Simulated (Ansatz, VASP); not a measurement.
## One calculation of AlGa3N4, two programs

```
CELL_PARAMETERS angstrom
4.46758 0.00000 0.00000
0.00000 4.46758 0.00000
0.00000 0.00000 4.46758
ATOMIC_POSITIONS crystal
Al 0.00000 0.00000 0.00556
Ga 0.46313 0.50000 0.00357
Ga 0.53687 0.00000 0.50165
Ga 0.00000 0.50000 0.50165
N 0.74983 0.73846 0.22236
N 0.76026 0.25113 0.75521
N 0.23975 0.77165 0.73245
N 0.25016 0.23880 0.24511
```

Change from the starting cell: mode 4 frozen in at -0.165 Å and mode 15 at -0.060 Å (largest displacements).

Alike in both runs: task single point; functional PBEsol; k mesh 6 × 6 × 6; occupations gaussian, width 0.05 eV; no spin polarisation.

|  | VASP | Ansatz |
| --- | --- | --- |
| version | VASP 6.6.1 | Ansatz 0.2.0 |
| potentials or method | VASP PAW PBE potentials, release 64 (Al, Ga_d, N), cutoff 520 eV | scalar-relativistic, plane waves, PAW |
| valence electrons in the cell | 62 | 62 |

Ansatz gave:

```
gap on the k mesh at the Fermi level (eV)                     : 2.08
least direct gap on the mesh (eV)                             : 2.08
pressure (GPa)                                                : 0.3
traceless stress, the component that is largest in VASP (GPa) : 3.62
rms of the force components (eV/Å)                            : 0.690
```

Q: What did VASP give for the same quantities?

A: gap on the k mesh at the Fermi level (eV): 2.09; least direct gap on the mesh (eV): 2.09; pressure (GPa): 0.2; traceless stress, the component that is largest in VASP (GPa): 3.55; rms of the force components (eV/Å): 0.685.

VASP's potentials were made for PBE, not for PBEsol, and Ansatz warns of the same on its side. Atom by atom the forces differ by 0.009 eV/Å (rms over components).
